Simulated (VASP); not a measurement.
Here is a VASP 6.6.1 calculation.

The input INCAR:

```
SYSTEM = Re
PREC = Accurate
ENCUT = 520
EDIFF = 1E-7
ISMEAR = 0
SIGMA = 0.1
LREAL = .FALSE.
LASPH = .TRUE.
NELM = 60
ALGO = Normal
ISIF = 2
LWAVE = .FALSE.
LCHARG = .TRUE.
LDIPOL = .TRUE.
IDIPOL = 3
DIPOL = 0.5 0.5 0.500
GGA = PE
LELF = .TRUE.
LVHAR = .TRUE.
LVACPOTAV = .TRUE.
NBANDS = 14
```

The input KPOINTS:

```
Automatic mesh
0
G
  6 6 1
  0 0 0
```

POSCAR

```
Re
1.0
    3.1108640000      0.0000000000      0.0000000000
   -1.5554320000      2.6940870000      0.0000000000
    0.0000000000      0.0000000000     16.0000000000
Re
2
Direct
    0.0000000000      0.0000000000      0.5532227700
    0.0000000000      0.0000000000      0.4467772300
```

Potentials or basis: VASP PAW PBE potentials, release 64 (Re).

Run with:

```console
$ cat potpaw_PBE.64/Re/POTCAR > POTCAR
$ mpirun -np 1 vasp_std > vasp.out
```

Task: What does it give for the band gap on the k mesh?

Result: Zero (band 7 reaches -1.06 eV, above the bottom of band 8 at -1.64 eV).

Task: What does it give for the largest force?

Result: 24.173 eV/Å.

Forces on the atoms (eV/Å):
```
Re    0.000   0.000  24.173
Re    0.000   0.000 -24.173
```

Caveat: the k points lie up to 0.39 Å⁻¹ apart; spin-orbit coupling is left out, which moves the levels of the heavy elements.
